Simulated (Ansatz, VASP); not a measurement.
One calculation of Be, two programs

```
Be
1.0
     2.00897    0.00000    0.00000
     0.00000    2.00897    0.00000
     0.00000    0.00000    2.81284
Be
1
Direct
  0.00000 0.00000 0.50000
```

Alike in both runs: functional PBE; k mesh 10 × 10 × 6; occupations gaussian, width 0.1 eV; no spin polarisation.

Ansatz relaxed the structure, and its values are those at the end. VASP's run is a single point on that final structure, the one shown.

|  | VASP | Ansatz |
| --- | --- | --- |
| version | VASP 6.6.1 | Ansatz 0.2.0 |
| potentials or method | VASP PAW PBE potentials, release 64 (Be), cutoff 520 eV | scalar-relativistic, plane waves, PAW |
| valence electrons in the cell | 2 | 2 |

```tsv
	VASP	Ansatz	Ansatz less VASP
gap on the k mesh at the Fermi level (eV)	none	none	-
pressure (GPa)	0.2	0.1	-0.09
```

A gap of «none» marks a metal or a gap that the smearing closes. With one functional, cell and mesh, what is left measures potentials, basis and numerics.

The k mesh is coarse, so the values compare programs but aren't converged.
